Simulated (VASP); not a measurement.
ScC2, 6 atoms in the cell. Symmetry: P6_3/mmc, No. 194, hexagonal system. The conventional cell has a = 2.714 Å, b = 2.714 Å, c = 8.536 Å, α = 90.00°, β = 90.00°, γ = 120.00°. Sc (site symmetry -6m2) has 8 C at 2.35 to 2.48 Å and 6 Sc at 2.71 Å within 3.1 Å. C (site symmetry 3m) has 3 C at 1.62 Å within 2.2 Å. 

```yaml
Program: VASP 6.6.1
Task: single point
Functional: PBE
Potentials_or_basis: VASP PAW PBE potentials, release 64 (Sc_sv, C)
Cutoff: 520 eV
k_mesh: 18 × 18 × 6
Occupations: gaussian, width 0.1 eV
Spin: no spin polarisation
Dipole_correction: no
Further_INCAR_settings: ALGO = Normal; EDIFF = 1e-06; NBANDS = 28
```

Potentials or basis: VASP PAW PBE potentials, release 64 (Sc_sv, C).

Run with:

```bash
$ cat potpaw_PBE.64/Sc_sv/POTCAR potpaw_PBE.64/C/POTCAR > POTCAR
$ mpirun -np 1 vasp_std > vasp.out
```

Hardware: 1 thread of Intel(R) Xeon(R) 6975P-C (Granite Rapids), with other jobs on the host.

Problem. How long does it take, and how much memory?

Solution. It took 2.4 min on 1 thread of Intel(R) Xeon(R) 6975P-C (Granite Rapids), on a shared host, peak memory 0.3 GiB. Counts: scf iterations 13, k points 148.
